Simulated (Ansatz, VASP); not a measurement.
Two plane-wave programs on ZnSe

File INCAR:

```
SYSTEM = ZnSe
PREC = Accurate
ENCUT = 500
EDIFF = 1E-6
ISMEAR = 0
SIGMA = 0.05
LREAL = .False.
LASPH = .True.
NELM = 120
ALGO = Normal
ISIF = 2
LWAVE = .False.
LCHARG = .True.
GGA = PS
LELF = .True.
LVHAR = .True.
NBANDS = 26
GGA_COMPAT = .False.
```

Contents of KPOINTS:

```
Automatic mesh
0
Gamma
  8 6 8
  0 0 0
```

POSCAR

```
ZnSe
1.0
    3.9832742754      0.0000000000      0.0000000000
    0.0000000000      5.6332005029      0.0000000000
    0.0000000000      0.0000000000      3.9832742754
Zn Se
2 2
Direct
    0.0000000000      0.0000000000      0.0000000000
    0.5000000000      0.5000000000      0.5000000000
    1.0000000000      0.7500000000      0.5000000000
    0.5000000000      0.2500000000      1.0000000000
```

Input for Ansatz:

```yaml
crystal:
  lattice:
    - [3.9832742754, 0.0, 0.0]
    - [0.0, 5.6332005029, 0.0]
    - [0.0, 0.0, 3.9832742754]
  atoms:
    - { symbol: Zn, position: [0.0, 0.0, 0.0] }
    - { symbol: Se, position: [1.0, 0.75, 0.5] }
    - { symbol: Zn, position: [0.5, 0.5, 0.5] }
    - { symbol: Se, position: [0.5, 0.25, 1.0] }
basis:
  ecutwfc: 420
kpoints:
  mp_grid: { grid: [8, 6, 8] }
hamiltonian:
  xc: pbesol
scf:
  occupations: { method: gaussian, width: 0.05 }
output:
  forces: true
  stress: true
  eigenvalues: true
```

Alike in both runs: task single point; functional PBEsol; k mesh 8 × 6 × 8; occupations gaussian, width 0.05 eV; no spin polarisation.

```csv
,VASP,Ansatz
version,VASP 6.6.1,Ansatz 0.2.0
potentials or method,"VASP PAW PBE potentials, release 64 (Zn, Se), cutoff 500 eV","scalar-relativistic, plane waves, PAW"
valence electrons in the cell,36,56
```

```tsv
	VASP	Ansatz	Ansatz less VASP
gap on the k mesh at the Fermi level (eV)	1.24	1.24	-0.004
least direct gap on the mesh (eV)	1.24	1.24	-0.004
pressure (GPa)	0.3	0.0	-0.29
```

VASP's potentials were made for PBE, not for PBEsol. VASP's potentials hold 36 valence electrons a cell and Ansatz's 56, so a difference there can come from the potentials and not from the codes.
